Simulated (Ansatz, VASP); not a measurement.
## LiAuS2 in VASP and in Ansatz

The input INCAR:

```
ALGO     = Normal         # electronic algorithm
EDIFF    = 1E-6           # SCF threshold, eV
ENCUT    = 520            # plane-wave cutoff, eV
ISIF     = 2              # what is computed and relaxed
ISMEAR   = 0              # smearing method
LASPH    = T              # aspherical terms in the spheres
LCHARG   = F              # write CHGCAR
LDAU     = T              # DFT+U
LDAUJ    = 0 0 0        
LDAUL    = -1 2 -1        # shell
LDAUPRINT= 1            
LDAUTYPE = 2            
LDAUU    = 0 2 0          # U, eV
LMAXMIX  = 4              # l up to which the mixer works
LREAL    = F              # projectors in reciprocal space
LWAVE    = F              # write WAVECAR
NBANDS   = 21             # bands
NELM     = 150            # most SCF steps
PREC     = Accurate       # precision mode
SIGMA    = 0.05           # smearing width, eV
```

KPOINTS

```
k-points
0
Gamma
  6 6 6
```

Contents of POSCAR:

```
LiAuS2
1.0
    1.9083725800      1.1017994200      6.9281207000
   -1.9083725800      1.1017994200      6.9281207000
    0.0000000000     -2.2035988500      6.9281207000
Li Au S
1 1 2
Direct
    0.5000000000      0.5000000000      0.5000000000
    0.0000000000      0.0000000000      0.0000000000
    0.2667000000      0.2667000000      0.2667000000
    0.7333000000      0.7333000000      0.7333000000
```

Input for Ansatz:

```yaml
crystal:
  lattice:
    - [1.90837258, 1.10179942, 6.9281207]
    - [-1.90837258, 1.10179942, 6.9281207]
    - [0.0, -2.20359885, 6.9281207]
  atoms:
    - { symbol: Li, position: [0.5, 0.5, 0.5] }
    - { symbol: Au, position: [0.0, 0.0, 0.0] }
    - { symbol: S, position: [0.2667, 0.2667, 0.2667] }
    - { symbol: S, position: [0.7333, 0.7333, 0.7333] }
basis:
  ecutwfc: 420
  ecutrho_ratio: 4
kpoints:
  mp_grid: { grid: [6, 6, 6] }
hamiltonian:
  xc: lda
  hubbard: { sites: [{ site: 1, l: d, u_eff: 2.0 }] }
scf:
  occupations: { method: gaussian, width: 0.05 }
  lower_state_search: "off"
  max_iter: 150
output:
  forces: true
  stress: true
  eigenvalues: true
  populations: true
  hubbard: { sites: [{ site: 1, l: d }] }
```

Alike in both runs: task single point; functional LDA; k mesh 6 × 6 × 6; occupations gaussian, width 0.05 eV; no spin polarisation; Hubbard terms Au d U = 2.0 eV.

|  | VASP | Ansatz |
| --- | --- | --- |
| version | VASP 6.6.1 | Ansatz 0.2.0 |
| potentials or method | VASP PAW LDA potentials, release 64 (Li_sv, Au, S), cutoff 520 eV | scalar-relativistic, plane waves, PAW |
| valence electrons in the cell | 26 | 34 |

VASP gave:

| Quantity | Value |
| --- | --- |
| gap on the k mesh at the Fermi level (eV) | none |
| rms of the force components (eV/Å) | 0.123 |

What did Ansatz give for the same quantities?

gap on the k mesh at the Fermi level (eV): none; rms of the force components (eV/Å): 0.098.

LDA's correlation is that of Perdew and Zunger in VASP and of Perdew and Wang (1992) in Ansatz. The programs project onto different local orbitals, so the same U acts differently, and such runs can settle in different states. Atom by atom the forces differ by 0.025 eV/Å (rms over components). A gap of «none» marks a metal or a gap that the smearing closes. VASP's potentials hold 26 valence electrons a cell and Ansatz's 34, so a difference there can come from the potentials and not from the codes. Ansatz's warnings: filled band counts differ across k points.

Spin-orbit coupling is off throughout. Noted on VASP's run: the cutoff is short for stress, so the pressure is rough.
